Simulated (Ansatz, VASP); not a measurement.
Bi2Te3 in VASP and in Ansatz

```
Te Bi
1.0
     4.56723    0.00000    0.00000
    -2.28361    3.76698    0.00000
     0.00000    0.00000   41.03016
Te Bi
3 2
Direct
  0.98829 0.97658 0.41002
  0.66667 0.33333 0.50000
  0.34505 0.69009 0.58998
  0.32694 0.65388 0.45127
  0.00639 0.01279 0.54873
```

Change from the starting cell: strain along x +0.050, atoms relaxed.

Alike in both runs: functional PBE; dispersion D3(BJ); k mesh 6 × 6 × 1; occupations gaussian, width 0.02 eV; no spin polarisation.

Ansatz relaxed the structure, and its values are those at the end. VASP's run is a single point on that final structure, the one shown.

```csv
,VASP,Ansatz
version,VASP 6.6.1,Ansatz 0.2.0
potentials or method,"VASP PAW PBE potentials, release 64 (Te, Bi_d), cutoff 520 eV","scalar-relativistic, plane waves, PAW"
valence electrons in the cell,48,78
```

VASP gave:

* gap on the k mesh at the Fermi level (eV): 0.79
* least direct gap on the mesh (eV): 1.02
* rms of the force components (eV/Å): 0.004

Q: Which values does Ansatz return?

A: gap on the k mesh at the Fermi level (eV): 0.80; least direct gap on the mesh (eV): 1.03; rms of the force components (eV/Å): 0.004.

VASP's potentials hold 48 valence electrons a cell and Ansatz's 78, so a difference there can come from the potentials and not from the codes. Ansatz's warnings: stress scf threshold loose.

Neither program's run includes spin-orbit coupling.
